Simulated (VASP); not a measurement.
# TiSi (rocksalt type) (Fm-3m) in VASP: a series of runs, part 2 of 2

VASP 6.6.1. The steps go on from the part before.

## Step 4: Relaxation of cell and atoms, PBEsol

This run uses another cell than the first one, of 16.66 Å³/atom, 1.042 times its volume.

The input, INCAR:

```
SYSTEM = TiSi
PREC = Accurate
ENCUT = 500
EDIFF = 1E-7
ISMEAR = -1
SIGMA = 0.1
LREAL = .FALSE.
LASPH = .TRUE.
NELM = 120
ALGO = Normal
ISIF = 3
LWAVE = .FALSE.
LCHARG = .FALSE.
GGA = PS
IBRION = 2
NSW = 60
EDIFFG = -0.005
GGA_COMPAT = .FALSE.
NELMIN = 4
```

The input, KPOINTS:

```
regular mesh
0
G
  13 13 13
  0 0 0
```

The input, POSCAR:

```
TiSi
1.0
    0.0000000000      2.5539218996      2.5539218996
    2.5539218996      0.0000000000      2.5539218996
    2.5539218996      2.5539218996      0.0000000000
Ti Si
1 1
Direct
    0.0000000000      0.0000000000      0.0000000000
    0.5000000000      0.5000000000      0.5000000000
```

Potentials or basis: VASP PAW PBE potentials, release 64 (Ti_sv, Si).

Launch:

```
$ cat potpaw_PBE.64/Ti_sv/POTCAR potpaw_PBE.64/Si/POTCAR > POTCAR
$ mpirun -np 1 vasp_std > vasp.out
```

OUTCAR:

```text
SYSTEM = TiSi
   PREC = Accurate
   ENCUT = 500
   EDIFF = 1E-7
   ISMEAR = -1
   LREAL = .FALSE.
   LASPH = .TRUE.
   NELM = 120
   ISIF = 3
   GGA = PS
   IBRION = 2
   NSW = 60
   EDIFFG = -0.005
   NELMIN = 4

 ion  position               nearest neighbor table
   1  0.000  0.000  0.000-   2 2.55   2 2.55   2 2.55   2 2.55   2 2.55   2 2.55
   2  0.500  0.500  0.500-   1 2.55   1 2.55   1 2.55   1 2.55   1 2.55   1 2.55

  LATTYP: Found a face centered cubic cell.
 ALAT       =     5.1078437992

  Lattice vectors:

 A1 = (   0.0000000000,   2.5539218996,   2.5539218996)
 A2 = (   2.5539218996,   0.0000000000,   2.5539218996)
 A3 = (   2.5539218996,   2.5539218996,   0.0000000000)

Analysis of symmetry for initial positions (statically):
=====================================================================
 Subroutine PRICEL returns:
 Original cell was already a primitive cell.

 Routine SETGRP: Setting up the symmetry group for a
 face centered cubic supercell.

 Subroutine GETGRP returns: Found 48 space group operations
 (whereof 48 operations were pure point group operations)
 out of a pool of 48 trial point group operations.

The static configuration has the point symmetry O_h .

Analysis of symmetry for dynamics (positions and initial velocities):
=====================================================================
 Subroutine PRICEL returns:
 Original cell was already a primitive cell.

 Routine SETGRP: Setting up the symmetry group for a
 face centered cubic supercell.

 Subroutine GETGRP returns: Found 48 space group operations
 (whereof 48 operations were pure point group operations)
 out of a pool of 48 trial point group operations.

The dynamic configuration has the point symmetry O_h .

 Subroutine INISYM returns: Found 48 space group operations
 (whereof 48 operations are pure point group operations),
 and found     1 'primitive' translations

----------------------------------------------------------------------------------------

                                     Primitive cell

  volume of cell :      33.3160

  direct lattice vectors                    reciprocal lattice vectors
     0.000000000  2.553921900  2.553921900    -0.195777326  0.195777326  0.195777326
     2.553921900  0.000000000  2.553921900     0.195777326 -0.195777326  0.195777326
     2.553921900  2.553921900  0.000000000     0.195777326  0.195777326 -0.195777326

  length of vectors
     3.611790988  3.611790988  3.611790988     0.339096275  0.339096275  0.339096275

  position of ions in fractional coordinates (direct lattice)
     0.000000000  0.000000000  0.000000000
     0.500000000  0.500000000  0.500000000

  ion indices of the primitive-cell ions
   primitive index   ion index
                 1           1
                 2           2

----------------------------------------------------------------------------------------

 KPOINTS: regular mesh

Automatic generation of k-mesh.
 Grid dimensions read from file:
 generate k-points for:   13   13   13

 Generating k-lattice:

  Cartesian coordinates                     Fractional coordinates (reciprocal lattice)
    -0.015059794  0.015059794  0.015059794     0.076923077  0.000000000  0.000000000
     0.015059794 -0.015059794  0.015059794     0.000000000  0.076923077  0.000000000
[... 52 lines left out ...]
   ISPIN  =      1    spin polarized calculation?
   LNONCOLLINEAR =      F non collinear calculations
   LSORBIT =      F    spin-orbit coupling
   LASPH  =      T    aspherical Exc in radial PAW
   ENCUT  =  500.0 eV  36.75 Ry    6.06 a.u.   6.59  6.59  6.59*2*pi/ulx,y,z
   NELM   =    120;   NELMIN=  4; NELMDL= -5     # of ELM steps
   EDIFF  = 0.1E-06   stopping-criterion for ELM
   LREAL  =      F    real-space projection
   EDIFFG = -.5E-02   stopping-criterion for IOM
   NSW    =     60    number of steps for IOM
   IBRION =      2    ionic relax: 0-MD 1-quasi-New 2-CG
   NFREE  =      1    steps in history (QN), initial steepest desc. (CG)
   ISIF   =      3    stress and relaxation
   ISYM   =      2    0-nonsym 1-usesym 2-fastsym
   POTIM  = 0.5000    time-step for ionic-motion
   TEBEG  =    0.0;   TEEND  =   0.0 temperature during run
   PSTRESS=    0.0 pullay stress
   NELECT =      16.0000    total number of electrons
   NUPDOWN=      -1.0000    fix difference up-down
   EMIN   =  10.00;   EMAX   =-10.00  energy-range for DOS
   EFERMI =   0.00;   METHOD = LEGACY
   ISMEAR =    -1;   SIGMA  =   0.10  broadening in eV -4-tet -1-fermi 0-gaus
   EFERMI_NEDOS =   21; number of points for ismear=-14 and -15
   IALGO  =     38    algorithm
   IMIX   =      4    mixing-type and parameters
     AMIX     =   0.40;   BMIX     =  1.00
     AMIX_MAG =   1.60;   BMIX_MAG =  1.00
  volume/ion in A,a.u.               =      16.66       112.41
  Fermi-wavevector in a.u.,A,eV,Ry     =   1.282027  2.422680 22.362448  1.643594
  Thomas-Fermi vector in A             =   2.414363
   LORBIT       =      0    0 simple, 1 ext, 2 COOP (PROOUT), +10 PAW based schemes
   GGA     = PS    functional components
   LHFCALC =     F    Hartree Fock is set to
   AEXX    =    0.0000 exact exchange contribution
   IVDW    =     0    specifies the selected vdW correction
   LEPSILON=     F    determine dielectric tensor
   LRPA    =     F    only Hartree local field effects (RPA)
 conjugate gradient relaxation of ions
 non-spin polarized calculation
  energy-cutoff  :      500.00
  volume of cell :       33.32
 maximum number of plane-waves:       877
   NGX = 13   NGY = 13   NGZ = 13

--------------------------------------- Ionic step        1  -------------------------------------------

 number of electron      15.9999995 magnetization

 Free energy of the ion-electron system (eV)
  ---------------------------------------------------
  ext. energy  EPLUGINS =         0.00000000
  ---------------------------------------------------
  free energy    TOTEN  =       -15.05099380 eV

  energy without entropy =      -15.02819877  energy(sigma->0) =      -15.03959629

------------------------ aborting loop because EDIFF is reached ----------------------------------------

  FORCE on cell =-STRESS in cart. coord.  units (eV):
  Direction    XX          YY          ZZ          XY          YZ          ZX
  --------------------------------------------------------------------------------------
  -------------------------------------------------------------------------------------
  Total       -0.9599870     -0.9599870     -0.9599870     -0.0000000      0.0000000      0.0000000
  in kB      -46.1660889    -46.1660889    -46.1660889     -0.0000000      0.0000000      0.0000000
  external PRESSURE =     -46.1660889 kB  Pullay stress =       0.0000000 kB
[... 59 lines left out ...]
--------------------------------------- Ionic step        3  -------------------------------------------

 number of electron      16.0000001 magnetization

 Free energy of the ion-electron system (eV)
  ---------------------------------------------------
  ext. energy  EPLUGINS =         0.00000000
  ---------------------------------------------------
  free energy    TOTEN  =       -15.07067390 eV

  energy without entropy =      -15.04882712  energy(sigma->0) =      -15.05975051

 E-fermi :   8.4716     XC(G=0): -11.3537

 val. band max:        8.4576449337   @ k =   0.0000   0.0000   0.0000
 cond. band min:       8.5295269126   @ k =  -0.4615   0.4615   0.0000
 fundamental gap:      0.0718819789
 Fermi energy:         8.4715778608

 k-point     1 :       0.0000    0.0000    0.0000
  band No.  band energies     occupation
      1     -48.0432      2.00000
      2     -24.3920      2.00000
      3     -24.3920      2.00000
      4     -24.3920      2.00000
      5      -1.8388      2.00000
      6       8.4576      1.06957
      7       8.4576      1.06957
      8       8.4576      1.06955
      9       8.8560      0.04189
     10       8.8560      0.04189
     11      11.9466      0.00000
     12      11.9466      0.00000
[... 331 lines left out ...]
 k-point    24 :       0.4615    0.1538    0.0000
  band No.  band energies     occupation
      1     -48.0323      2.00000
      2     -24.4906      2.00000
      3     -24.4184      2.00000
      4     -24.4127      2.00000
      5       1.0018      2.00000
      6       4.3113      2.00000
      7       6.4097      2.00000
      8       7.0738      2.00000
      9       9.6847      0.00001
     10      10.2746      0.00000
     11      10.9790      0.00000
     12      13.4105      0.00000

 [... further k-points ...]

------------------------ aborting loop because EDIFF is reached ----------------------------------------

  FORCE on cell =-STRESS in cart. coord.  units (eV):
  Direction    XX          YY          ZZ          XY          YZ          ZX
  --------------------------------------------------------------------------------------
  -------------------------------------------------------------------------------------
  Total       -0.0018824     -0.0018824     -0.0018824     -0.0000000      0.0000000     -0.0000000
  in kB       -0.0942634     -0.0942634     -0.0942634     -0.0000000      0.0000000     -0.0000000
  external PRESSURE =      -0.0942634 kB  Pullay stress =       0.0000000 kB
[... 17 lines left out ...]
  FREE ENERGIE OF THE ION-ELECTRON SYSTEM (eV)
  ---------------------------------------------------
  free  energy   TOTEN  =       -15.0706738986 eV

  energy  without entropy=      -15.0488271161  energy(sigma->0) =      -15.05975051

 reached required accuracy - stopping structural energy minimisation
```

CONTCAR:

```text
TiSi
   1.00000000000000
    -0.0000000000000000    2.5197156170450334    2.5197156170450334
     2.5197156170450334   -0.0000000000000000    2.5197156170450334
     2.5197156170450334    2.5197156170450334    0.0000000000000000
  Ti              Si
     1     1
Direct
     0.0000000000000000    0.0000000000000000    0.0000000000000000
     0.5000000000000000    0.5000000000000000    0.5000000000000000

  0.00000000E+00  0.00000000E+00  0.00000000E+00
  0.00000000E+00  0.00000000E+00  0.00000000E+00
```

Run time: 56 s. Hardware: 1 thread of AMD EPYC 9R45 (Zen 5), shared host; peak memory 0.15 GiB.

Results:

| Quantity | Value |
| --- | --- |
| Free energy | -15.0707 eV |
| Relaxed volume | 16.00 Å³/atom |
| Relaxed cell | a = 3.563 Å, b = 3.563 Å, c = 3.563 Å, α = 60.00°, β = 60.00°, γ = 60.00° |
| Space group after relaxing (to 0.05 Å) | Fm-3m (No. 225) |
| Energy gained by relaxing | 9.8 meV/atom |
| Ionic steps | 3 |
| Pressure after relaxing | 0.0 GPa |
| Band gap on the k mesh | zero (band 8 reaches 8.89 eV, above the bottom of band 9 at 8.34 eV) |

Step by step:
| step | energy change (eV) | largest force (eV/Å) | pressure (GPa) | volume (Å³) |
| --- | --- | --- | --- | --- |
| 1 | 0.0000 | 0.0000 | -4.62 | 33.32 |
| 2 | -0.0087 | 0.0000 | 3.85 | 31.05 |
| 3 | -0.0197 | 0.0000 | -0.01 | 32.00 |

Final structure:
```xyz
2
Lattice="0.0000 2.5197 2.5197 2.5197 0.0000 2.5197 2.5197 2.5197 0.0000" Properties=species:S:1:pos:R:3 pbc="T T T"
Ti    0.0000    0.0000    0.0000
Si    2.5197    2.5197    2.5197
```

Caveat: the PAW data sets were made with another functional, which shifts forces and pressure a little.

## Step 5: Overview

```tsv
task	cell	k mesh	gap on the mesh (eV)	pressure (GPa)
single point	a = 3.562 Å, angles 60.0°, 2 atoms	13 × 13 × 13	none	0.1
single point	a = 3.312 Å, angles 60.0°, 2 atoms	14 × 14 × 14	none	40.3
relaxation of cell and atoms	relaxed from a = 3.612 Å, angles 60.0°, 2 atoms	13 × 13 × 13	none	0.0
```

Alike in all rows: level PBEsol; potentials or basis VASP PAW PBE potentials, release 64 (Ti_sv, Si); no spin polarisation; cutoff (eV) 500; smearing fermi-dirac 0.1 eV.

Caveats: the PAW data sets were made with another functional, which shifts forces and pressure a little.

Total energies depend on the potentials used, so only differences within one code and one set of settings carry meaning.
